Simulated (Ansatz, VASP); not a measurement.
## Ga: VASP beside Ansatz

File INCAR:

```
ALGO = Normal
EDIFF = 1E-8
ENCUT = 520
GGA = PS
ISIF = 2
ISMEAR = -1
LASPH = T
LCHARG = F
LEFG = T
LREAL = F
LWAVE = F
NBANDS = 12
NELM = 60
PREC = Accurate
SIGMA = 0.03
```

File KPOINTS:

```
k-points
0
Gamma
  16 16 16
```

Contents of POSCAR:

```
Ga
1.0
   -1.3759200000      1.3759200000      2.2290000000
    1.3759200000     -1.3759200000      2.2290000000
    1.3759200000      1.3759200000     -2.2290000000
Ga
1
Direct
    0.0000000000      0.0000000000      0.0000000000
```

Input for Ansatz:

```yaml
crystal:
  lattice:
    - [-1.37592, 1.37592, 2.229]
    - [1.37592, -1.37592, 2.229]
    - [1.37592, 1.37592, -2.229]
  atoms:
    - { symbol: Ga, position: [0.0, 0.0, 0.0] }
kpoints:
  mp_grid: { grid: [16, 16, 16] }
scf:
  occupations: { method: fermi_dirac, width: 0.03 }
hamiltonian:
  xc: pbesol
  pseudopotentials: { kind: all_electron, datasets: crystal }
output:
  forces: true
  stress: true
  eigenvalues: true
  efg: { contact_densities: true }
```

Change from the starting cell: equal xx and yy strain of -2 %, crystal datasets.

Alike in both runs: task electric field gradients; functional PBEsol; k mesh 16 × 16 × 16; occupations fermi-dirac, width 0.03 eV; no spin polarisation.

```csv
,VASP,Ansatz
version,VASP 6.6.1,Ansatz 0.2.0
potentials or method,"VASP PAW PBE potentials, release 64 (Ga_d), cutoff 520 eV","all-electron PAW with datasets made for the crystal, scalar-relativistic"
```

VASP gave:

| Quantity | Value |
| --- | --- |
| pressure (GPa) | 3.5 |
| traceless stress, the component that is largest in VASP (GPa) | -1.68 |
| size of Vzz on the site where it differs most (V/Å²) | 27.5 |

What did Ansatz give for the same quantities?

Pressure (GPa): 3.5; traceless stress, the component that is largest in VASP (GPa): -1.67; size of Vzz on the site where it differs most (V/Å²): 28.9.

VASP's potentials were made for PBE, not for PBEsol. Ansatz ran all-electron here, and VASP with PAW potentials.
